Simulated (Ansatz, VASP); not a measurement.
**Two plane-wave programs on Bi**

```
Bi
1.0
    -1.98143    1.98143    2.04087
     1.98143   -1.98143    2.04087
     1.98143    1.98143   -2.04087
Bi
1
Direct
  0.00000 0.00000 0.00000
```

Change from the starting cell: strain +0.000 along x and y, +0.030 along z, atoms carried along.

Alike in both runs: task single point; functional r2SCAN; k mesh 18 × 18 × 18; occupations gaussian, width 0.15 eV; no spin polarisation.

|  | VASP | Ansatz |
| --- | --- | --- |
| version | VASP 6.6.1 | Ansatz 0.2.0 |
| potentials or method | VASP PAW PBE potentials, release 64 (Bi_d), cutoff 520 eV | scalar-relativistic, plane waves, PAW |
| valence electrons in the cell | 15 | 15 |

|  | VASP | Ansatz | Ansatz less VASP |
| --- | --- | --- | --- |
| gap on the k mesh at the Fermi level (eV) | none | none | - |
| pressure (GPa) | -1.5 | -1.5 | +0.04 |
| traceless stress, the component that is largest in VASP (GPa) | -0.22 | -0.23 | -0.001 |

VASP's potentials were made for PBE, not for r2SCAN. A gap of «none» marks a metal or a gap that the smearing closes.

Spin-orbit coupling is off throughout.
